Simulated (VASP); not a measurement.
# Pb (P6_3/mmc) in VASP: single point with PBE

Aim: the single point of Pb with PBE.

All numbers are computed with VASP 6.6.1; they aren't measurements. Logs are shortened: lines on timing, memory, paths and dates and some standing lists are left out, and cuts for length are marked.

**1. The cell of the first run**

It takes space group P6_3/mmc (No. 194, hexagonal). Conventional cell: a = 3.008 Å, b = 3.008 Å, c = 4.984 Å, α = 90.00°, β = 90.00°, γ = 120.00°. Pb (site symmetry -6m2) has 12 Pb at 3.01 to 3.04 Å within 4.0 Å.

This isn't the form of Pb at room conditions, which is fcc.

**2. Single point, PBE**

The input, INCAR:

```
SYSTEM = Pb
ALGO     = Normal         ! electronic algorithm
EDIFF    = 1E-6           ! SCF threshold, eV
ENCUT    = 520            ! plane-wave cutoff, eV
GGA      = PE             ! functional
ISIF     = 2              ! what is computed and relaxed
ISMEAR   = -1             ! smearing method
LASPH    = .True.         ! aspherical terms in the spheres
LCHARG   = .False.        ! write CHGCAR
LREAL    = .False.        ! projectors in reciprocal space
LWAVE    = .False.        ! write WAVECAR
NBANDS   = 21             ! bands
NELM     = 100            ! most SCF steps
PREC     = Accurate       ! precision mode
SIGMA    = 0.05           ! smearing width, eV
```

The input, KPOINTS:

```
k-points
0
Gamma
  15 15 8
  0 0 0
```

The input, POSCAR:

```
Pb
1.0
    3.0080619885      0.0000000000      0.0000000000
   -1.5040309942      2.6050580982      0.0000000000
    0.0000000000      0.0000000000      4.9843635494
Pb
2
Direct
    0.3333333333      0.6666666667      0.2500000000
    0.6666666667      0.3333333333      0.7500000000
```

Potentials or basis: VASP PAW PBE potentials, release 64 (Pb_d).

Run with:

```console
> cat potpaw_PBE.64/Pb_d/POTCAR > POTCAR
> mpirun -np 1 vasp_std > vasp.out
```

OUTCAR:

```text
SYSTEM = Pb
   EDIFF = 1E-6
   ENCUT = 520
   GGA = PE
   ISIF = 2
   ISMEAR = -1
   LASPH = .True.
   LREAL = .False.
   NELM = 100
   PREC = Accurate

 ion  position               nearest neighbor table
   1  0.333  0.667  0.250-   2 3.04   2 3.04   2 3.04   2 3.04   2 3.04   2 3.04
   2  0.667  0.333  0.750-   1 3.04   1 3.04   1 3.04   1 3.04   1 3.04   1 3.04

  LATTYP: Found a hexagonal cell.
 ALAT       =     3.0080619885
 C/A-ratio  =     1.6570016072

  Lattice vectors:

 A1 = (   3.0080619885,   0.0000000000,   0.0000000000)
 A2 = (  -1.5040309942,   2.6050580982,   0.0000000000)
 A3 = (   0.0000000000,   0.0000000000,   4.9843635494)

Analysis of symmetry for initial positions (statically):
=====================================================================
 Subroutine PRICEL returns:
 Original cell was already a primitive cell.

 Routine SETGRP: Setting up the symmetry group for a
 hexagonal supercell.

 Subroutine GETGRP returns: Found 24 space group operations
 (whereof 12 operations were pure point group operations)
 out of a pool of 24 trial point group operations.

The static configuration has the point symmetry D_3d.
 The point group associated with its full space group is D_6h.

Analysis of symmetry for dynamics (positions and initial velocities):
=====================================================================
 Subroutine PRICEL returns:
 Original cell was already a primitive cell.

 Routine SETGRP: Setting up the symmetry group for a
 hexagonal supercell.

 Subroutine GETGRP returns: Found 24 space group operations
 (whereof 12 operations were pure point group operations)
 out of a pool of 24 trial point group operations.

The dynamic configuration has the point symmetry D_3d.
 The point group associated with its full space group is D_6h.

 Subroutine INISYM returns: Found 24 space group operations
 (whereof 12 operations are pure point group operations),
 and found     1 'primitive' translations

----------------------------------------------------------------------------------------

                                     Primitive cell

  volume of cell :      39.0584

  direct lattice vectors                    reciprocal lattice vectors
     3.008061989  0.000000000  0.000000000     0.332439958  0.191934299  0.000000000
    -1.504030994  2.605058098  0.000000000     0.000000000  0.383868598  0.000000000
     0.000000000  0.000000000  4.984363549     0.000000000  0.000000000  0.200627420

  length of vectors
     3.008061989  3.008061988  4.984363549     0.383868598  0.383868598  0.200627420

  position of ions in fractional coordinates (direct lattice)
     0.333333333  0.666666667  0.250000000
     0.666666667  0.333333333  0.750000000

  ion indices of the primitive-cell ions
   primitive index   ion index
                 1           1
                 2           2

----------------------------------------------------------------------------------------

 KPOINTS: k-points

Automatic generation of k-mesh.
 Grid dimensions read from file:
 generate k-points for:   15   15    8

 Generating k-lattice:

  Cartesian coordinates                     Fractional coordinates (reciprocal lattice)
     0.022162664  0.012795620  0.000000000     0.066666667  0.000000000  0.000000000
     0.000000000  0.025591240  0.000000000     0.000000000  0.066666667  0.000000000
     0.000000000  0.000000000  0.025078428     0.000000000  0.000000000  0.125000000

  Length of vectors
     0.025591240  0.025591240  0.025078428

  Shift w.r.t. Gamma in fractional coordinates (k-lattice)
     0.000000000  0.000000000  0.000000000

 Subroutine IBZKPT returns following result:
 ===========================================

 Found    135 irreducible k-points:

 Following reciprocal coordinates:
            Coordinates               Weight
  0.000000  0.000000  0.000000      1.000000
  0.066667  0.000000  0.000000      6.000000
  0.133333  0.000000  0.000000      6.000000
  0.200000  0.000000  0.000000      6.000000
  0.266667  0.000000  0.000000      6.000000
  0.333333  0.000000  0.000000      6.000000
[... 16 lines left out ...]
  0.333333  0.200000  0.000000     12.000000
  0.400000  0.200000  0.000000      6.000000
 [... further k-points ...]
   k-points           NKPTS =    135   k-points in BZ     NKDIM =    135   number of bands    NBANDS=     21
   number of dos      NEDOS =    301   number of ions     NIONS =      2
   total plane-waves  NPLWV =  23040
   dimension x,y,z NGX =    24 NGY =   24 NGZ =   40
   dimension x,y,z NGXF=    48 NGYF=   48 NGZF=   80
   ions per type =               2
   NGX,Y,Z   is equivalent  to a cutoff of  13.26, 13.26, 13.34 a.u.
   NGXF,Y,Z  is equivalent  to a cutoff of  26.53, 26.53, 26.68 a.u.
 SYSTEM =  Pb
   PREC   = accura    normal or accurate (medium, high low for compatibility)
   ISTART =      0    job   : 0-new  1-cont  2-samecut
   ICHARG =      2    charge: 1-file 2-atom 10-const
   ISPIN  =      1    spin polarized calculation?
   LNONCOLLINEAR =      F non collinear calculations
   LSORBIT =      F    spin-orbit coupling
   LASPH  =      T    aspherical Exc in radial PAW
   ENCUT  =  520.0 eV  38.22 Ry    6.18 a.u.   5.59  5.59  9.27*2*pi/ulx,y,z
   NELM   =    100;   NELMIN=  2; NELMDL= -5     # of ELM steps
   EDIFF  = 0.1E-05   stopping-criterion for ELM
   LREAL  =      F    real-space projection
   EDIFFG = 0.1E-04   stopping-criterion for IOM
   NSW    =      0    number of steps for IOM
   IBRION =     -1    ionic relax: 0-MD 1-quasi-New 2-CG
   NFREE  =      0    steps in history (QN), initial steepest desc. (CG)
   ISIF   =      2    stress and relaxation
   ISYM   =      2    0-nonsym 1-usesym 2-fastsym
   POTIM  = 0.5000    time-step for ionic-motion
   TEBEG  =    0.0;   TEEND  =   0.0 temperature during run
   PSTRESS=    0.0 pullay stress
   NELECT =      28.0000    total number of electrons
   NUPDOWN=      -1.0000    fix difference up-down
   EMIN   =  10.00;   EMAX   =-10.00  energy-range for DOS
   EFERMI =   0.00;   METHOD = LEGACY
   ISMEAR =    -1;   SIGMA  =   0.05  broadening in eV -4-tet -1-fermi 0-gaus
   EFERMI_NEDOS =   21; number of points for ismear=-14 and -15
   IALGO  =     38    algorithm
   IMIX   =      4    mixing-type and parameters
     AMIX     =   0.40;   BMIX     =  1.00
     AMIX_MAG =   1.60;   BMIX_MAG =  1.00
  volume/ion in A,a.u.               =      19.53       131.79
  Fermi-wavevector in a.u.,A,eV,Ry     =   1.465175  2.768780 29.208146  2.146738
  Thomas-Fermi vector in A             =   2.581063
   LORBIT       =      0    0 simple, 1 ext, 2 COOP (PROOUT), +10 PAW based schemes
   GGA     = PE    functional components
   LHFCALC =     F    Hartree Fock is set to
   AEXX    =    0.0000 exact exchange contribution
   IVDW    =     0    specifies the selected vdW correction
   LEPSILON=     F    determine dielectric tensor
   LRPA    =     F    only Hartree local field effects (RPA)
 non-spin polarized calculation
  energy-cutoff  :      520.00
  volume of cell :       39.06
 maximum number of plane-waves:      1099
 NGX is ok and might be reduce to    24
   NGX = 11   NGY = 11   NGZ = 19

 number of electron      28.0000009 magnetization

 Free energy of the ion-electron system (eV)
  ---------------------------------------------------
  ext. energy  EPLUGINS =         0.00000000
  ---------------------------------------------------
  free energy    TOTEN  =        -4.06221909 eV

  energy without entropy =       -4.05569354  energy(sigma->0) =       -4.05895632

 E-fermi :  13.6614     XC(G=0): -12.4948

 val. band max:       13.6592386152   @ k =   0.3333   0.2667   0.0000
 cond. band min:      13.6639011156   @ k =   0.4000   0.0000   0.0000
 fundamental gap:      0.0046625003
 Fermi energy:        13.6613829002

 k-point     1 :       0.0000    0.0000    0.0000
  band No.  band energies     occupation
      1      -4.7903      2.00000
      2      -4.4495      2.00000
      3      -4.3707      2.00000
      4      -4.3707      2.00000
      5      -4.2884      2.00000
      6      -4.2884      2.00000
[... 13 lines left out ...]
     20      24.9116      0.00000
     21      27.5872      0.00000

 k-point     2 :       0.0667    0.0000    0.0000
  band No.  band energies     occupation
      1      -4.7609      2.00000
      2      -4.4627      2.00000
      3      -4.3485      2.00000
      4      -4.3351      2.00000
      5      -4.2926      2.00000
      6      -4.2548      2.00000
[... 13 lines left out ...]
     20      25.4510      0.00000
     21      26.5517      0.00000

 k-point     3 :       0.1333    0.0000    0.0000
  band No.  band energies     occupation
      1      -4.7082      2.00000
      2      -4.4785      2.00000
      3      -4.3350      2.00000
      4      -4.2528      2.00000
      5      -4.2334      2.00000
      6      -4.1588      2.00000
[... 13 lines left out ...]
     20      25.3244      0.00000
     21      25.8842      0.00000

 k-point     4 :       0.2000    0.0000    0.0000
  band No.  band energies     occupation
      1      -4.7306      2.00000
      2      -4.4421      2.00000
      3      -4.3518      2.00000
      4      -4.2643      2.00000
      5      -4.1801      2.00000
      6      -4.1310      2.00000
[... 13 lines left out ...]
     20      25.0960      0.00000
     21      25.1353      0.00000

 k-point     5 :       0.2667    0.0000    0.0000
  band No.  band energies     occupation
      1      -4.8141      2.00000
      2      -4.4866      2.00000
      3      -4.4010      2.00000
      4      -4.2565      2.00000
      5      -4.2402      2.00000
      6      -3.9755      2.00000
[... 13 lines left out ...]
     20      23.9309      0.00000
     21      25.9588      0.00000
[... 382 lines left out ...]
     20      26.4623      0.00000
     21      26.9982      0.00000

 k-point    22 :       0.2667    0.2000    0.0000
  band No.  band energies     occupation
      1      -4.6434      2.00000
      2      -4.6417      2.00000
      3      -4.4825      2.00000
      4      -4.3441      2.00000
      5      -4.0997      2.00000
      6      -4.0527      2.00000
[... 13 lines left out ...]
     20      26.6713      0.00000
     21      28.0760      0.00000

 k-point    23 :       0.3333    0.2000    0.0000
  band No.  band energies     occupation
      1      -4.7124      2.00000
      2      -4.6817      2.00000
      3      -4.4186      2.00000
      4      -4.3346      2.00000
      5      -4.1136      2.00000
      6      -4.0499      2.00000
[... 13 lines left out ...]
     20      26.5346      0.00000
     21      29.1080      0.00000

 k-point    24 :       0.4000    0.2000    0.0000
  band No.  band energies     occupation
      1      -4.7366      2.00000
      2      -4.6960      2.00000
      3      -4.3989      2.00000
      4      -4.3255      2.00000
      5      -4.1407      2.00000
      6      -4.0150      2.00000
[... 13 lines left out ...]
     20      26.4793      0.00000
     21      29.5689      0.00000

 [... further k-points ...]

------------------------ aborting loop because EDIFF is reached ----------------------------------------

  FORCE on cell =-STRESS in cart. coord.  units (eV):
  Direction    XX          YY          ZZ          XY          YZ          ZX
  --------------------------------------------------------------------------------------
  -------------------------------------------------------------------------------------
  Total       15.5643589     15.5643589     15.5671410      0.0000000      0.0000000      0.0000000
  in kB      638.4515003    638.4515003    638.5656237      0.0000000      0.0000000      0.0000000
  external PRESSURE =     638.4895414 kB  Pullay stress =       0.0000000 kB

 VOLUME and BASIS-vectors are now :
 -----------------------------------------------------------------------------
  energy-cutoff  :      520.00
  volume of cell :       39.06
      direct lattice vectors                 reciprocal lattice vectors
     3.008061989  0.000000000  0.000000000     0.332439958  0.191934299  0.000000000
    -1.504030994  2.605058098  0.000000000     0.000000000  0.383868598  0.000000000
     0.000000000  0.000000000  4.984363549     0.000000000  0.000000000  0.200627420

 POSITION                                       TOTAL-FORCE (eV/Angst)
 -----------------------------------------------------------------------------------
     -0.00000      1.73671      1.24609        -0.000000     -0.000000      0.000000
      1.50403      0.86835      3.73827         0.000000      0.000000      0.000000
 -----------------------------------------------------------------------------------
    total drift:                               -0.000000      0.000000      0.000000

  FREE ENERGIE OF THE ION-ELECTRON SYSTEM (eV)
  ---------------------------------------------------
  free  energy   TOTEN  =        -4.0622190942 eV

  energy  without entropy=       -4.0556935383  energy(sigma->0) =       -4.05895632
```

Wall time 57 s (1 thread of Intel Xeon Platinum 8488C (Sapphire Rapids), shared host); peak memory 0.22 GiB.

Results:

- Free energy: -4.0622 eV
- Pressure: 63.8 GPa
- Band gap on the k mesh: zero (bands 14 and 15 overlap by 12.07 eV)

Caveat: the cell stands under pressure; spin-orbit coupling is left out, which moves the levels of the heavy elements.
